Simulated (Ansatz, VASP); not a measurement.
**MnAl3 in VASP and in Ansatz**

INCAR

```
SYSTEM = MnAl3
PREC = Accurate ; ENCUT = 520
EDIFF = 1E-6 ; ISMEAR = 0
SIGMA = 0.1 ; LREAL = .FALSE.
LASPH = .TRUE. ; NELM = 150
ALGO = Fast ; ISIF = 2
LWAVE = .FALSE. ; LCHARG = .TRUE.
ISPIN = 2 ; MAGMOM = 0 0 0 0.5
LORBIT = 11 ; LMAXMIX = 4
GGA = PE ; LELF = .TRUE.
LVHAR = .TRUE. ; NBANDS = 23
```

KPOINTS

```
regular mesh
0
G
  12 12 12
  0 0 0
```

The input POSCAR:

```
MnAl3
1.0
    0.0000000000      3.0393544795      3.0393544795
    3.0393544795      0.0000000000      3.0393544795
    3.0393544795      3.0393544795      0.0000000000
Al Mn
3 1
Direct
    0.2500000000      0.2500000000      0.2500000000
    0.7500000000      0.7500000000      0.7500000000
    0.5000000000      0.5000000000      0.5000000000
    0.0000000000      0.0000000000      0.0000000000
```

Input for Ansatz:

```yaml
crystal:
  lattice:
    - [0.0, 3.0393544795, 3.0393544795]
    - [3.0393544795, 0.0, 3.0393544795]
    - [3.0393544795, 3.0393544795, 0.0]
  atoms:
    - { symbol: Al, position: [0.25, 0.25, 0.25] }
    - { symbol: Al, position: [0.75, 0.75, 0.75] }
    - { symbol: Al, position: [0.5, 0.5, 0.5] }
    - { symbol: Mn, position: [0.0, 0.0, 0.0], spin: 0.5 }
basis:
  ecutwfc: 420
kpoints:
  mp_grid: { grid: [12, 12, 12] }
hamiltonian:
  xc: pbe
scf:
  occupations: { method: gaussian, width: 0.1 }
  lower_state_search: "off"
output:
  forces: true
  stress: true
  eigenvalues: true
  populations: true
magnetization:
  spin_polarized: true
```

Alike in both runs: task single point; functional PBE; k mesh 12 × 12 × 12; occupations gaussian, width 0.1 eV; collinear spin.

```csv
,VASP,Ansatz
version,VASP 6.6.1,Ansatz 0.2.0
potentials or method,"VASP PAW PBE potentials, release 64 (Al, Mn_pv), cutoff 520 eV","scalar-relativistic, plane waves, PAW"
valence electrons in the cell,22,24
```

Ansatz gave:

- gap on the k mesh at the Fermi level (eV): none
- pressure (GPa): 0.0
- net moment per atom (μB): 0.37
- size of the moment on the site where the two differ most (μB): 1.52

Question: Estimate VASP's values.

Answer: gap on the k mesh at the Fermi level (eV): none; pressure (GPa): 0.0; net moment per atom (μB): 0.37; size of the moment on the site where the two differ most (μB): 1.54.

Site moments also hang on the region over which each program counts them. A gap of «none» marks a metal or a gap that the smearing closes. VASP's potentials hold 22 valence electrons a cell and Ansatz's 24, so a difference there can come from the potentials and not from the codes.
